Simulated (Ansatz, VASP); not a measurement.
# One calculation of Ga4SbAs3, two programs

INCAR

```
ALGO = Normal
EDIFF = 1E-6
ENCUT = 520
GGA = PE
ISIF = 2
ISMEAR = 0
LASPH = True
LCHARG = True
LELF = True
LREAL = False
LVHAR = True
LWAVE = False
NBANDS = 46
NELM = 100
PREC = Accurate
SIGMA = 0.1
```

KPOINTS

```
k-points
0
Gamma
  4 4 4
```

File POSCAR:

```
Ga4SbAs3
1.0
    5.8676540000      0.0000000000      0.0000000000
    0.0000000000      5.8676540000      0.0000000000
    0.0000000000      0.0000000000      5.8676540000
Ga Sb As
4 1 3
Direct
    0.2417920000      0.7582080000      0.7582080000
    0.2417920000      0.2417920000      0.2417920000
    0.7582080000      0.7582080000      0.2417920000
    0.7582080000      0.2417920000      0.7582080000
    0.5000000000      0.5000000000      0.5000000000
    0.0000000000      0.5000000000      0.0000000000
    0.0000000000      0.0000000000      0.5000000000
    0.5000000000      0.0000000000      0.0000000000
```

Input for Ansatz:

```yaml
crystal:
  lattice:
    - [5.867654, 0.0, 0.0]
    - [0.0, 5.867654, 0.0]
    - [0.0, 0.0, 5.867654]
  atoms:
    - { symbol: Ga, position: [0.241792, 0.758208, 0.758208] }
    - { symbol: Ga, position: [0.241792, 0.241792, 0.241792] }
    - { symbol: Ga, position: [0.758208, 0.758208, 0.241792] }
    - { symbol: Ga, position: [0.758208, 0.241792, 0.758208] }
    - { symbol: Sb, position: [0.5, 0.5, 0.5] }
    - { symbol: As, position: [0.0, 0.5, 0.0] }
    - { symbol: As, position: [0.0, 0.0, 0.5] }
    - { symbol: As, position: [0.5, 0.0, 0.0] }
basis:
  ecutwfc: 420
kpoints:
  mp_grid: { grid: [4, 4, 4] }
hamiltonian:
  xc: pbe
scf:
  occupations: { method: gaussian, width: 0.1 }
  lower_state_search: "off"
output:
  forces: true
  stress: true
  eigenvalues: true
```

Alike in both runs: task single point; functional PBE; k mesh 4 × 4 × 4; occupations gaussian, width 0.1 eV; no spin polarisation.

|  | VASP | Ansatz |
| --- | --- | --- |
| version | VASP 6.6.1 | Ansatz 0.2.0 |
| potentials or method | VASP PAW PBE potentials, release 64 (Ga_d, Sb, As), cutoff 520 eV | scalar-relativistic, plane waves, PAW |
| valence electrons in the cell | 72 | 112 |

Ansatz gave:

- gap on the k mesh at the Fermi level (eV): none
- pressure (GPa): 0.0
- rms of the force components (eV/Å): 0.004

Estimate VASP's values.

gap on the k mesh at the Fermi level (eV): none; pressure (GPa): 0.2; rms of the force components (eV/Å): 0.003.

Atom by atom the forces differ by 0.002 eV/Å (rms over components). A gap of «none» marks a metal or a gap that the smearing closes. VASP's potentials hold 72 valence electrons a cell and Ansatz's 112, so a difference there can come from the potentials and not from the codes.

Spin-orbit coupling is off throughout.
